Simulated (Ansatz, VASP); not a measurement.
One calculation of InAs, two programs

```
In As
1.0
     0.00000    3.01800    3.01800
     3.01800    0.00000    3.01800
     3.01800    3.01800    0.00000
In As
1 1
Direct
  0.00000 0.00000 0.00000
  0.75000 0.75000 0.75000
```

Alike in both runs: functional PBEsol; k mesh 6 × 6 × 6; occupations fermi-dirac, width 0.05 eV; non-collinear spin, spin-orbit coupling.

|  | VASP | Ansatz |
| --- | --- | --- |
| version | VASP 6.6.1 | Ansatz 0.2.0 |
| potentials or method | VASP PAW PBE potentials, release 64 (In_d, As), cutoff 520 eV | all-electron LAPW, relativistic spinors |
| task | single point | band structure |

|  | VASP | Ansatz | Ansatz less VASP |
| --- | --- | --- | --- |
| pressure (GPa) | 1.6 | 1.5 | -0.12 |
| net moment per atom (μB) | 0.00 | 0.00 | 0.000 |

VASP's potentials were made for PBE, not for PBEsol. Ansatz ran all-electron here, and VASP with PAW potentials.

Noted on Ansatz's run: the k mesh is thin for a metal, which can move the energy by tens of meV per atom.
